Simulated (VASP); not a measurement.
# Cu3N (Pm-3m) in VASP: notebook, part 2 of 2

VASP 6.6.1. Earlier steps stand in the parts before.

## Step 4: Single point, PBE (volume scaled by 0.91)

The input, INCAR:

```
SYSTEM = Cu3N
PREC = Accurate
ENCUT = 600
EDIFF = 1E-6
ISMEAR = 0
SIGMA = 0.01
LREAL = .FALSE.
LASPH = .TRUE.
NELM = 120
ALGO = Normal
ISIF = 2
LWAVE = .FALSE.
LCHARG = .FALSE.
GGA = PE
NBANDS = 27
GGA_COMPAT = .FALSE.
```

The input, KPOINTS:

```
Automatic mesh
0
G
  10 10 10
  0 0 0
```

The input, POSCAR:

```
Cu3N
1.0
    3.7088438904      0.0000000000      0.0000000000
    0.0000000000      3.7088438904      0.0000000000
    0.0000000000      0.0000000000      3.7088438904
Cu N
3 1
Direct
    0.5000000000      0.0000000000      0.0000000000
    0.0000000000      0.5000000000      0.0000000000
    0.0000000000      0.0000000000      0.5000000000
    0.0000000000      0.0000000000      0.0000000000
```

On the command line:

```console
> cat potpaw_PBE.64/Cu/POTCAR potpaw_PBE.64/N/POTCAR > POTCAR
> mpirun -np 1 vasp_std > vasp.out
```

Run time: 39 s. Hardware: 1 thread of Intel Xeon 6975P-C (Granite Rapids), shared host; peak memory 0.22 GiB.

The run converged. Its results:

```
Free energy            : -18.1721 eV
Pressure               : 14.4 GPa
Band gap on the k mesh : zero (band 19 reaches 5.88 eV, above the bottom of band 20 at 5.81 eV)
```

Levels at points of the mesh, in eV from the Fermi level:
```csv
k point,band 15,band 16,band 17,band 18,band 19,band 20,band 21,band 22,band 23,band 24
"(0.00, 0.00, 0.00)",-2.60,-2.01,-2.01,-2.01,-1.96,1.28,5.67,5.67,6.77,6.77
"(0.50, 0.00, 0.00)",-2.59,-2.40,-2.01,-1.55,-1.55,1.86,3.45,7.37,7.43,7.43
"(0.50, 0.50, 0.00)",-2.66,-2.36,-1.16,-1.16,-0.75,-0.03,3.96,5.07,5.07,8.50
"(0.50, 0.50, 0.50)",-2.05,-2.05,0.04,0.04,0.04,0.57,0.57,0.57,6.18,8.62
```

## Step 5: Single point, PBE (volume scaled by 0.94)

The input, INCAR:

```
PREC = Accurate
ENCUT = 600
EDIFF = 1E-6
ISMEAR = 0
SIGMA = 0.01
LREAL = F
LASPH = T
NELM = 120
ALGO = Normal
ISIF = 2
LWAVE = F
LCHARG = T
GGA = PE
LELF = T
LVHAR = T
NBANDS = 27
GGA_COMPAT = F
```

The input, KPOINTS:

```
Automatic mesh
0
Gamma
  10 10 10
```

The input, POSCAR:

```
Cu3N
1.0
    3.7491605695      0.0000000000      0.0000000000
    0.0000000000      3.7491605695      0.0000000000
    0.0000000000      0.0000000000      3.7491605695
Cu N
3 1
Direct
    0.5000000000      0.0000000000      0.0000000000
    0.0000000000      0.5000000000      0.0000000000
    0.0000000000      0.0000000000      0.5000000000
    0.0000000000      0.0000000000      0.0000000000
```

On the command line:

```console
> cat potpaw_PBE.64/Cu/POTCAR potpaw_PBE.64/N/POTCAR > POTCAR
> mpirun -np 1 vasp_std > vasp.out
```

It took 36 s on 1 thread of Intel Xeon 6975P-C (Granite Rapids), shared host; peak memory 0.22 GiB.

Results (log left out):

```
Free energy            : -18.2947 eV
Pressure               : 9.2 GPa
Band gap on the k mesh : 0.04 eV, indirect (least direct gap 0.59 eV)
```

Levels at points of the mesh, in eV from the valence-band top:
```tsv
k point	band 15	band 16	band 17	band 18	band 19	band 20	band 21	band 22	band 23	band 24
(0.00, 0.00, 0.00)	-2.53	-1.96	-1.96	-1.96	-1.91	1.14	5.50	5.50	6.68	6.68
(0.50, 0.00, 0.00)	-2.52	-2.34	-1.96	-1.52	-1.52	1.72	3.38	7.11	7.32	7.32
(0.50, 0.50, 0.00)	-2.58	-2.30	-1.15	-1.15	-0.75	0.04	3.78	4.95	4.95	8.35
(0.50, 0.50, 0.50)	-2.00	-2.00	0.00	0.00	0.00	0.65	0.65	0.65	6.14	8.36
```

 A k mesh can miss the band edges.

## Step 6: Single point, PBE (volume scaled by 0.97)

The input, INCAR:

```
PREC     = Accurate       # precision mode
ENCUT    = 600            # plane-wave cutoff, eV
EDIFF    = 1E-6           # SCF threshold, eV
ISMEAR   = 0              # smearing method
SIGMA    = 0.01           # smearing width, eV
LREAL    = F              # projectors in reciprocal space
LASPH    = T              # aspherical terms in the spheres
NELM     = 120            # most SCF steps
ALGO     = Normal         # electronic algorithm
ISIF     = 2              # what is computed and relaxed
LWAVE    = F              # write WAVECAR
LCHARG   = F              # write CHGCAR
GGA      = PE             # functional
NBANDS   = 27             # bands
GGA_COMPAT= F
```

The input, KPOINTS:

```
regular mesh
0
Gamma
  10 10 10
```

The input, POSCAR:

```
Cu3N
1.0
    3.7886283180      0.0000000000      0.0000000000
    0.0000000000      3.7886283180      0.0000000000
    0.0000000000      0.0000000000      3.7886283180
Cu N
3 1
Direct
    0.5000000000      0.0000000000      0.0000000000
    0.0000000000      0.5000000000      0.0000000000
    0.0000000000      0.0000000000      0.5000000000
    0.0000000000      0.0000000000      0.0000000000
```

Potentials or basis: VASP PAW PBE potentials, release 64 (Cu, N).

On the command line:

```console
> cat potpaw_PBE.64/Cu/POTCAR potpaw_PBE.64/N/POTCAR > POTCAR
> mpirun -np 1 vasp_std > vasp.out
```

Wall time 35 s (1 thread of Intel Xeon 6975P-C (Granite Rapids), shared host); peak memory 0.22 GiB.

Results (log left out):

- Free energy: -18.3653 eV
- Pressure: 4.6 GPa
- Band gap on the k mesh: 0.15 eV, indirect (least direct gap 0.69 eV)

Levels at points of the mesh, in eV from the valence-band top:
```
           k point  band 17  band 18  band 19  band 20  band 21  band 22
(0.00, 0.00, 0.00)    -1.87    -1.87    -1.83     1.05     5.37     5.37
(0.50, 0.00, 0.00)    -1.87    -1.45    -1.45     1.63     3.35     6.91
(0.50, 0.50, 0.00)    -1.10    -1.10    -0.71     0.15     3.65     4.88
(0.50, 0.50, 0.50)     0.00     0.00     0.00     0.76     0.76     0.76
```

 A k mesh can miss the band edges.

## Step 7: Summary

| cell | k mesh | smearing | gap on the mesh (eV) | pressure (GPa) |
| --- | --- | --- | --- | --- |
| a = 3.807 Å, 4 atoms | 6 × 6 × 6 | gaussian 0.1 eV | 0.19 | 2.8 |
| a = 3.668 Å, 4 atoms | 10 × 10 × 10 | gaussian 0.01 eV | none | 20.9 |
| a = 3.709 Å, 4 atoms | 10 × 10 × 10 | gaussian 0.01 eV | none | 14.4 |
| a = 3.749 Å, 4 atoms | 10 × 10 × 10 | gaussian 0.01 eV | 0.04 | 9.2 |
| a = 3.789 Å, 4 atoms | 10 × 10 × 10 | gaussian 0.01 eV | 0.15 | 4.6 |

Alike in all rows: task single point; level PBE; potentials or basis VASP PAW PBE potentials, release 64 (Cu, N); no spin polarisation; cutoff (eV) 600.

Total energies depend on the potentials used, so only differences within one code and one set of settings carry meaning.
